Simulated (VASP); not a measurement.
A run of VASP 6.6.1:

File INCAR:

```
SYSTEM = Be
PREC = Accurate ; ENCUT = 520
EDIFF = 1E-6 ; ISMEAR = -1
SIGMA = 0.1 ; LREAL = .False.
LASPH = .True. ; NELM = 100
ALGO = Normal ; ISIF = 2
LWAVE = .False. ; LCHARG = .False.
GGA = PS ; NBANDS = 9
```

File KPOINTS:

```
Automatic mesh
0
Gamma
  13 13 13
  0 0 0
```

Contents of POSCAR:

```
Be
1.0
    0.0000000000      2.5009863929      2.5009863929
    2.5009863929      0.0000000000      2.5009863929
    2.5009863929      2.5009863929      0.0000000000
Be
2
Direct
    0.1250000000      0.1250000000      0.1250000000
    0.8750000000      0.8750000000      0.8750000000
```

Potentials or basis: VASP PAW PBE potentials, release 64 (Be).

The run is started by

```sh
$ cat potpaw_PBE.64/Be/POTCAR > POTCAR
$ mpirun -np 1 vasp_std > vasp.out
```

Hardware: 1 thread of AMD EPYC 7R13 Processor (Zen 3) (shared host).

Q: Estimate the wall time of this run.

A: Wall time 15 s on 1 thread of AMD EPYC 7R13 Processor (Zen 3) (shared host), peak memory 0.13 GiB. Counts: scf iterations 9, k points 84.
